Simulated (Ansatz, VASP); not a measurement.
# AgCl in VASP and in Ansatz

```
Ag Cl
1.0
     0.00000    2.77315    2.80088
     2.77315    0.00000    2.80088
     2.77315    2.77315    0.00000
Ag Cl
1 1
Direct
  0.50000 0.50000 0.50000
  0.00000 0.00000 0.00000
```

Change from the starting cell: zz strain of +1 %, crystal datasets.

Alike in both runs: task electric field gradients; functional LDA; k mesh 8 × 8 × 8; occupations fermi-dirac, width 0.02 eV; no spin polarisation.

|  | VASP | Ansatz |
| --- | --- | --- |
| version | VASP 6.6.1 | Ansatz 0.2.0 |
| potentials or method | VASP PAW LDA potentials, release 64 (Ag, Cl), cutoff 520 eV | all-electron PAW with datasets made for the crystal, scalar-relativistic |

|  | VASP | Ansatz | Ansatz less VASP |
| --- | --- | --- | --- |
| pressure (GPa) | -5.9 | -5.9 | +0.02 |
| size of Vzz on the site where it differs most (V/Å²) | 5.7 | 4.4 | -1.32 |

LDA's correlation is that of Perdew and Zunger in VASP and of Perdew and Wang (1992) in Ansatz. Ansatz ran all-electron here, and VASP with PAW potentials.
